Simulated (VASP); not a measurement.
Set up this calculation in VASP 6.6.1, as the native input.

```yaml
Task: single point
Functional: PBEsol
Potentials_or_basis: VASP PAW PBE potentials, release 64 (Be, C)
Cutoff: 600 eV
k_mesh: 7 × 7 × 7
Occupations: fermi-dirac, width 0.02 eV
Spin: no spin polarisation
Dipole_correction: no
Further_INCAR_settings: ALGO = Normal; EDIFF = 1e-06; NBANDS = 11
```

The structure of Be2C lies in POSCAR:

```
Be2C
1.0
    0.0180416667      2.1650000000      2.1650000000
    2.1650000000      0.0180416667      2.1650000000
    2.1830416667      2.1830416667      0.0000000000
Be C
2 1
Direct
    0.2500000000      0.2500000000      0.2500000000
    0.7500000000      0.7500000000      0.7500000000
    0.0000000000      0.0000000000      0.0000000000
```

One way to write it, as run:

INCAR

```
ALGO = Normal
EDIFF = 1E-6
ENCUT = 600
GGA = PS
GGA_COMPAT = False
ISIF = 2
ISMEAR = -1
LASPH = True
LCHARG = False
LREAL = False
LWAVE = False
NBANDS = 11
NELM = 120
PREC = Accurate
SIGMA = 0.02
```

KPOINTS

```
k-points
0
Gamma
  7 7 7
```

Potentials or basis: VASP PAW PBE potentials, release 64 (Be, C).

The run is started by

```bash
$ cat potpaw_PBE.64/Be/POTCAR potpaw_PBE.64/C/POTCAR > POTCAR
$ mpirun -np 1 vasp_std > vasp.out
```

It gave:

| Quantity | Value |
| --- | --- |
| Pressure | -2.1 GPa |
| Largest force | 0.028 eV/Å |
| Band gap on the k mesh | 1.24 eV, indirect (least direct gap 3.87 eV) |

Caveat: the PAW data sets were made with another functional, which shifts forces and pressure a little.

Run time: 9.4 s on 1 thread of Intel(R) Xeon(R) Platinum 8488C (Sapphire Rapids), with other jobs on the host, peak memory 0.15 GiB.
